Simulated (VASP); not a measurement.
# MgS (Fm-3m) in VASP: further runs

The runs below take MgS through single point, with PBE.

Program: VASP 6.6.1. These are calculated values, not measurements. Logs are shortened: lines on timing, memory, paths and dates and some standing lists are left out, and cuts for length are marked.

## (1) The cell of the first run

Symmetry: Fm-3m, No. 225, cubic system. The conventional cell has a = 5.230 Å, b = 5.230 Å, c = 5.230 Å, α = 90.00°, β = 90.00°, γ = 90.00°. Within 3.4 Å of Mg (site symmetry m-3m) lie 6 S at 2.61 Å. S (site symmetry m-3m) has 6 Mg at 2.61 Å within 3.4 Å.

## (2) Single point, PBE

The input, INCAR:

```
SYSTEM = MgS
PREC = Accurate ; ENCUT = 520
EDIFF = 1E-7 ; ISMEAR = -1
SIGMA = 0.02 ; LREAL = .FALSE.
LASPH = .TRUE. ; NELM = 80
ALGO = Normal ; ISIF = 2
LWAVE = .FALSE. ; LCHARG = .TRUE.
GGA = PE ; LELF = .TRUE.
LVHAR = .TRUE. ; NBANDS = 11
```

The input, KPOINTS:

```
regular mesh
0
G
  8 8 8
  0 0 0
```

The input, POSCAR:

```
MgS
1.0
    0.0000000000      2.6148774647      2.6148774647
    2.6148774647      0.0000000000      2.6148774647
    2.6148774647      2.6148774647      0.0000000000
Mg S
1 1
Direct
    0.0000000000      0.0000000000      0.0000000000
    0.5000000000      0.5000000000      0.5000000000
```

Potentials or basis: VASP PAW PBE potentials, release 64 (Mg, S).

The run is started by

```bash
> cat potpaw_PBE.64/Mg/POTCAR potpaw_PBE.64/S/POTCAR > POTCAR
> mpirun -np 1 vasp_std > vasp.out
```

OUTCAR:

```text
SYSTEM = MgS
   PREC = Accurate
   ENCUT = 520
   EDIFF = 1E-7
   ISMEAR = -1
   LREAL = .FALSE.
   LASPH = .TRUE.
   NELM = 80
   ISIF = 2
   GGA = PE

 ion  position               nearest neighbor table
   1  0.000  0.000  0.000-   2 2.61   2 2.61   2 2.61   2 2.61   2 2.61   2 2.61
   2  0.500  0.500  0.500-   1 2.61   1 2.61   1 2.61   1 2.61   1 2.61   1 2.61

  LATTYP: Found a face centered cubic cell.
 ALAT       =     5.2297549294

  Lattice vectors:

 A1 = (   0.0000000000,   2.6148774647,   2.6148774647)
 A2 = (   2.6148774647,   0.0000000000,   2.6148774647)
 A3 = (   2.6148774647,   2.6148774647,   0.0000000000)

Analysis of symmetry for initial positions (statically):
=====================================================================
 Subroutine PRICEL returns:
 Original cell was already a primitive cell.

 Routine SETGRP: Setting up the symmetry group for a
 face centered cubic supercell.

 Subroutine GETGRP returns: Found 48 space group operations
 (whereof 48 operations were pure point group operations)
 out of a pool of 48 trial point group operations.

The static configuration has the point symmetry O_h .

Analysis of symmetry for dynamics (positions and initial velocities):
=====================================================================
 Subroutine PRICEL returns:
 Original cell was already a primitive cell.

 Routine SETGRP: Setting up the symmetry group for a
 face centered cubic supercell.

 Subroutine GETGRP returns: Found 48 space group operations
 (whereof 48 operations were pure point group operations)
 out of a pool of 48 trial point group operations.

The dynamic configuration has the point symmetry O_h .

 Subroutine INISYM returns: Found 48 space group operations
 (whereof 48 operations are pure point group operations),
 and found     1 'primitive' translations

----------------------------------------------------------------------------------------

                                     Primitive cell

  volume of cell :      35.7589

  direct lattice vectors                    reciprocal lattice vectors
     0.000000000  2.614877465  2.614877465    -0.191213549  0.191213549  0.191213549
     2.614877465  0.000000000  2.614877465     0.191213549 -0.191213549  0.191213549
     2.614877465  2.614877465  0.000000000     0.191213549  0.191213549 -0.191213549

  length of vectors
     3.697995175  3.697995175  3.697995175     0.331191582  0.331191582  0.331191582

  position of ions in fractional coordinates (direct lattice)
     0.000000000  0.000000000  0.000000000
     0.500000000  0.500000000  0.500000000

  ion indices of the primitive-cell ions
   primitive index   ion index
                 1           1
                 2           2

----------------------------------------------------------------------------------------

 KPOINTS: regular mesh

Automatic generation of k-mesh.
 Grid dimensions read from file:
 generate k-points for:    8    8    8

 Generating k-lattice:

  Cartesian coordinates                     Fractional coordinates (reciprocal lattice)
    -0.023901694  0.023901694  0.023901694     0.125000000  0.000000000  0.000000000
     0.023901694 -0.023901694  0.023901694     0.000000000  0.125000000  0.000000000
     0.023901694  0.023901694 -0.023901694     0.000000000  0.000000000  0.125000000

  Length of vectors
     0.041398948  0.041398948  0.041398948

  Shift w.r.t. Gamma in fractional coordinates (k-lattice)
     0.000000000  0.000000000  0.000000000

 Subroutine IBZKPT returns following result:
 ===========================================

 Found     29 irreducible k-points:

 Following reciprocal coordinates:
            Coordinates               Weight
  0.000000  0.000000  0.000000      1.000000
  0.125000  0.000000  0.000000      8.000000
  0.250000  0.000000  0.000000      8.000000
  0.375000  0.000000  0.000000      8.000000
  0.500000  0.000000  0.000000      4.000000
  0.125000  0.125000  0.000000      6.000000
[... 16 lines left out ...]
  0.500000  0.250000  0.125000     48.000000
 -0.375000  0.250000  0.125000     24.000000
 [... further k-points ...]
   k-points           NKPTS =     29   k-points in BZ     NKDIM =     29   number of bands    NBANDS=     11
   number of dos      NEDOS =    301   number of ions     NIONS =      2
   total plane-waves  NPLWV =  21952
   dimension x,y,z NGX =    28 NGY =   28 NGZ =   28
   dimension x,y,z NGXF=    56 NGYF=   56 NGZF=   56
   ions per type =               1   1
   NGX,Y,Z   is equivalent  to a cutoff of  12.59, 12.59, 12.59 a.u.
   NGXF,Y,Z  is equivalent  to a cutoff of  25.18, 25.18, 25.18 a.u.
 SYSTEM =  MgS
   PREC   = accura    normal or accurate (medium, high low for compatibility)
   ISTART =      0    job   : 0-new  1-cont  2-samecut
   ICHARG =      2    charge: 1-file 2-atom 10-const
   ISPIN  =      1    spin polarized calculation?
   LNONCOLLINEAR =      F non collinear calculations
   LSORBIT =      F    spin-orbit coupling
   LASPH  =      T    aspherical Exc in radial PAW
   ENCUT  =  520.0 eV  38.22 Ry    6.18 a.u.   6.88  6.88  6.88*2*pi/ulx,y,z
   NELM   =     80;   NELMIN=  2; NELMDL= -5     # of ELM steps
   EDIFF  = 0.1E-06   stopping-criterion for ELM
   LREAL  =      F    real-space projection
   EDIFFG = 0.1E-05   stopping-criterion for IOM
   NSW    =      0    number of steps for IOM
   IBRION =     -1    ionic relax: 0-MD 1-quasi-New 2-CG
   NFREE  =      0    steps in history (QN), initial steepest desc. (CG)
   ISIF   =      2    stress and relaxation
   ISYM   =      2    0-nonsym 1-usesym 2-fastsym
   POTIM  = 0.5000    time-step for ionic-motion
   TEBEG  =    0.0;   TEEND  =   0.0 temperature during run
   PSTRESS=    0.0 pullay stress
   NELECT =       8.0000    total number of electrons
   NUPDOWN=      -1.0000    fix difference up-down
   EMIN   =  10.00;   EMAX   =-10.00  energy-range for DOS
   EFERMI =   0.00;   METHOD = LEGACY
   ISMEAR =    -1;   SIGMA  =   0.02  broadening in eV -4-tet -1-fermi 0-gaus
   EFERMI_NEDOS =   21; number of points for ismear=-14 and -15
   IALGO  =     38    algorithm
   IMIX   =      4    mixing-type and parameters
     AMIX     =   0.40;   BMIX     =  1.00
     AMIX_MAG =   1.60;   BMIX_MAG =  1.00
  volume/ion in A,a.u.               =      17.88       120.66
  Fermi-wavevector in a.u.,A,eV,Ry     =   0.993826  1.878058 13.438327  0.987689
  Thomas-Fermi vector in A             =   2.125734
   LORBIT       =      0    0 simple, 1 ext, 2 COOP (PROOUT), +10 PAW based schemes
   GGA     = PE    functional components
   LHFCALC =     F    Hartree Fock is set to
   AEXX    =    0.0000 exact exchange contribution
   IVDW    =     0    specifies the selected vdW correction
   LEPSILON=     F    determine dielectric tensor
   LRPA    =     F    only Hartree local field effects (RPA)
 non-spin polarized calculation
  energy-cutoff  :      520.00
  volume of cell :       35.76
 maximum number of plane-waves:       982
   NGX = 13   NGY = 13   NGZ = 13

 number of electron       8.0000000 magnetization

 Free energy of the ion-electron system (eV)
  ---------------------------------------------------
  ext. energy  EPLUGINS =         0.00000000
  ---------------------------------------------------
  free energy    TOTEN  =        -8.50291980 eV

  energy without entropy =       -8.50291980  energy(sigma->0) =       -8.50291980

 E-fermi :   3.9673     XC(G=0):  -9.6256

 val. band max:        3.5906489563   @ k =   0.0000   0.0000   0.0000
 cond. band min:       6.3328756326   @ k =   0.5000   0.5000   0.0000
 fundamental gap:      2.7422266762
 Fermi energy:         3.9672736980

 k-point     1 :       0.0000    0.0000    0.0000
  band No.  band energies     occupation
      1      -8.9906      2.00000
      2       3.5906      2.00000
      3       3.5906      2.00000
      4       3.5906      2.00000
      5       7.1818      0.00000
      6      11.5543      0.00000
      7      11.5543      0.00000
      8      11.5543      0.00000
      9      13.9231      0.00000
     10      13.9231      0.00000
     11      16.0926      0.00000

 k-point     2 :       0.1250    0.0000    0.0000
  band No.  band energies     occupation
      1      -8.8433      2.00000
      2       2.5528      2.00000
      3       3.4929      2.00000
      4       3.4929      2.00000
      5       7.9899      0.00000
      6      11.2241      0.00000
      7      11.7941      0.00000
      8      11.7941      0.00000
      9      13.2772      0.00000
     10      13.2772      0.00000
     11      16.1732      0.00000

 k-point     3 :       0.2500    0.0000    0.0000
  band No.  band energies     occupation
      1      -8.4456      2.00000
      2       0.8217      2.00000
      3       3.2793      2.00000
      4       3.2793      2.00000
      5       8.4922      0.00000
      6      11.3935      0.00000
      7      11.3935      0.00000
      8      11.8093      0.00000
      9      13.8544      0.00000
     10      13.8544      0.00000
     11      15.3778      0.00000

 k-point     4 :       0.3750    0.0000    0.0000
  band No.  band energies     occupation
      1      -7.9624      2.00000
      2      -0.5931      2.00000
      3       3.0908      2.00000
      4       3.0908      2.00000
      5       8.2500      0.00000
      6      10.7258      0.00000
      7      10.7258      0.00000
      8      13.1947      0.00000
      9      15.1069      0.00000
     10      15.7944      0.00000
     11      15.7944      0.00000

 k-point     5 :       0.5000    0.0000    0.0000
  band No.  band energies     occupation
      1      -7.7238      2.00000
      2      -1.1581      2.00000
      3       3.0187      2.00000
      4       3.0187      2.00000
      5       8.1168      0.00000
      6      10.4796      0.00000
      7      10.4796      0.00000
      8      13.5373      0.00000
      9      15.6611      0.00000
     10      17.9182      0.00000
     11      17.9182      0.00000
[... 211 lines left out ...]
 k-point    21 :       0.5000    0.5000    0.0000
  band No.  band energies     occupation
      1      -7.3645      2.00000
      2      -0.5229      2.00000
      3       1.9423      2.00000
      4       1.9423      2.00000
      5       6.3329      0.00000
      6       8.0316      0.00000
      7      15.4451      0.00000
      8      16.3663      0.00000
      9      16.8059      0.00000
     10      16.8059      0.00000
     11      19.3630      0.00000

 k-point    22 :       0.3750    0.2500    0.1250
  band No.  band energies     occupation
      1      -8.1350      2.00000
      2       0.5622      2.00000
      3       2.1709      2.00000
      4       2.9341      2.00000
      5       9.3140      0.00000
      6      10.0956      0.00000
      7      10.6299      0.00000
      8      12.7194      0.00000
      9      13.6852      0.00000
     10      16.4930      0.00000
     11      18.3499      0.00000

 k-point    23 :       0.5000    0.2500    0.1250
  band No.  band energies     occupation
      1      -7.7279      2.00000
      2      -0.2570      2.00000
      3       1.6428      2.00000
      4       2.6277      2.00000
      5       9.1665      0.00000
      6       9.9508      0.00000
      7      11.3685      0.00000
      8      12.5151      0.00000
      9      15.1761      0.00000
     10      17.7607      0.00000
     11      18.3771      0.00000

 k-point    24 :      -0.3750    0.2500    0.1250
  band No.  band energies     occupation
      1      -7.5342      2.00000
      2      -0.6379      2.00000
      3       1.5014      2.00000
      4       2.4694      2.00000
      5       9.1233      0.00000
      6       9.6680      0.00000
      7      11.9595      0.00000
      8      12.9358      0.00000
      9      15.7897      0.00000
     10      16.7593      0.00000
     11      19.0576      0.00000

 [... further k-points ...]
[... 5 lines left out ...]
  --------------------------------------------------------------------------------------
  -------------------------------------------------------------------------------------
  Total       -0.0651384     -0.0651384     -0.0651384      0.0000000      0.0000000     -0.0000000
  in kB       -2.9185252     -2.9185252     -2.9185252      0.0000000      0.0000000     -0.0000000
  external PRESSURE =      -2.9185252 kB  Pullay stress =       0.0000000 kB

 VOLUME and BASIS-vectors are now :
 -----------------------------------------------------------------------------
  energy-cutoff  :      520.00
  volume of cell :       35.76
      direct lattice vectors                 reciprocal lattice vectors
     0.000000000  2.614877465  2.614877465    -0.191213549  0.191213549  0.191213549
     2.614877465  0.000000000  2.614877465     0.191213549 -0.191213549  0.191213549
     2.614877465  2.614877465  0.000000000     0.191213549  0.191213549 -0.191213549

 POSITION                                       TOTAL-FORCE (eV/Angst)
 -----------------------------------------------------------------------------------
      0.00000      0.00000      0.00000        -0.000000     -0.000000      0.000000
      2.61488      2.61488      2.61488         0.000000      0.000000     -0.000000
 -----------------------------------------------------------------------------------
    total drift:                                0.000000      0.000000      0.000000

  FREE ENERGIE OF THE ION-ELECTRON SYSTEM (eV)
  ---------------------------------------------------
  free  energy   TOTEN  =        -8.5029197955 eV

  energy  without entropy=       -8.5029197955  energy(sigma->0) =       -8.50291980
```

Run time: 5.7 s. Hardware: 1 thread of Intel Xeon 6975P-C (Granite Rapids), shared host; peak memory 0.15 GiB.

Results:

```yaml
Free_energy: -8.5029 eV
Pressure: -0.3 GPa
Band_gap_on_the_k_mesh: 2.74 eV, indirect (least direct gap 3.59 eV)
```

[end of part 1 of 2]
